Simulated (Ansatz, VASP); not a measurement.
Two plane-wave programs on Rh

Contents of INCAR:

```
SYSTEM = Rh
PREC     = Accurate       ! precision mode
ENCUT    = 500            ! plane-wave cutoff, eV
EDIFF    = 1E-6           ! SCF threshold, eV
ISMEAR   = 0              ! smearing method
SIGMA    = 0.1            ! smearing width, eV
LREAL    = .False.        ! projectors in reciprocal space
LASPH    = .True.         ! aspherical terms in the spheres
NELM     = 120            ! most SCF steps
ALGO     = Normal         ! electronic algorithm
ISIF     = 2              ! what is computed and relaxed
LWAVE    = .False.        ! write WAVECAR
LCHARG   = .True.         ! write CHGCAR
GGA      = CA             ! functional
LELF     = .True.         ! ELF
LVHAR    = .True.       
NBANDS   = 14             ! bands
GGA_COMPAT= .False.
```

The input KPOINTS:

```
Automatic mesh
0
Gamma
  8 8 8
  0 0 0
```

File POSCAR:

```
Rh
1.0
    0.0000000000      1.9015500000      1.9015500000
    1.9015500000      0.0000000000      1.9015500000
    1.9015500000      1.9015500000      0.0000000000
Rh
1
Direct
    0.0000000000      0.0000000000      0.0000000000
```

Input for Ansatz:

```yaml
crystal:
  lattice:
    - [0.0, 1.90155, 1.90155]
    - [1.90155, 0.0, 1.90155]
    - [1.90155, 1.90155, 0.0]
  atoms:
    - { symbol: Rh, position: [0.0, 0.0, 0.0] }
basis:
  ecutwfc: 420
kpoints:
  mp_grid: { grid: [8, 8, 8] }
hamiltonian:
  xc: lda
scf:
  occupations: { method: gaussian, width: 0.1 }
output:
  forces: true
  stress: true
  eigenvalues: true
```

Alike in both runs: task single point; functional LDA; k mesh 8 × 8 × 8; occupations gaussian, width 0.1 eV; no spin polarisation.

|  | VASP | Ansatz |
| --- | --- | --- |
| version | VASP 6.6.1 | Ansatz 0.2.0 |
| potentials or method | VASP PAW LDA potentials, release 64 (Rh_pv), cutoff 500 eV | scalar-relativistic, plane waves, PAW |
| valence electrons in the cell | 15 | 17 |

```tsv
	VASP	Ansatz	Ansatz less VASP
gap on the k mesh at the Fermi level (eV)	none	none	-
pressure (GPa)	-9.5	-10.4	-0.85
```

LDA's correlation is that of Perdew and Zunger in VASP and of Perdew and Wang (1992) in Ansatz. A gap of «none» marks a metal or a gap that the smearing closes. VASP's potentials hold 15 valence electrons a cell and Ansatz's 17, so a difference there can come from the potentials and not from the codes.
